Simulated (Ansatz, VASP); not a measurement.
# Sb: VASP beside Ansatz

The input INCAR:

```
  PREC = Accurate
  ENCUT = 500
  EDIFF = 1E-7
  ISMEAR = 0
  SIGMA = 0.1
  LREAL = F
  LASPH = T
  NELM = 120
  ALGO = Normal
  ISIF = 3
  LWAVE = F
  LCHARG = F
  GGA = PE
  IBRION = 2
  NSW = 80
  EDIFFG = -0.01
  GGA_COMPAT = F
  NELMIN = 4
```

The input KPOINTS:

```
Automatic mesh
0
Gamma
  14 14 8
```

Contents of POSCAR:

```
Sb
1.0
    3.1376553964      0.0000000000      0.0195262426
    0.0000000000      3.1376537731      0.0000000000
   -0.0390982211      0.0000000000      6.2817465017
Sb
2
Direct
    0.5003845916      0.0000000000      0.2499909716
    0.4996154084      0.0000000000      0.7500090284
```

Input for Ansatz:

```yaml
crystal:
  lattice:
    - [3.1376553964, 0.0, 0.0195262426]
    - [0.0, 3.1376537731, 0.0]
    - [-0.0390982211, 0.0, 6.2817465017]
  atoms:
    - { symbol: Sb, position: [0.5003845916, 0.0, 0.2499909716] }
    - { symbol: Sb, position: [0.4996154084, 0.0, 0.7500090284] }
basis:
  ecutwfc: 420
kpoints:
  mp_grid: { grid: [14, 14, 8] }
hamiltonian:
  xc: pbe
scf:
  occupations: { method: gaussian, width: 0.1 }
output:
  forces: true
  stress: true
  eigenvalues: true
relax:
  adjacent_minimum: "off"
  f_tol: 0.01
  max_steps: 60
  cell: { stress_tol: 0.1 }
```

Alike in both runs: task relaxation of cell and atoms; functional PBE; k mesh 14 × 14 × 8; occupations gaussian, width 0.1 eV; no spin polarisation.

|  | VASP | Ansatz |
| --- | --- | --- |
| version | VASP 6.6.1 | Ansatz 0.2.0 |
| potentials or method | VASP PAW PBE potentials, release 64 (Sb), cutoff 500 eV | scalar-relativistic, plane waves, PAW |
| valence electrons in the cell | 10 | 30 |

|  | VASP | Ansatz | Ansatz less VASP |
| --- | --- | --- | --- |
| gap on the k mesh at the Fermi level, each at its own relaxed structure (eV) | none | none | - |
| relaxed volume (Å³/atom) | 30.05 | 30.08 | +0.036 |
| relaxed cell length with the largest relative difference (Å) | 3.108 | 3.110 | +0.0017 |

A gap of «none» marks a metal or a gap that the smearing closes. VASP's potentials hold 10 valence electrons a cell and Ansatz's 30, so a difference there can come from the potentials and not from the codes. Ansatz's warnings: structure snapped to symmetry.

Neither program's run includes spin-orbit coupling.
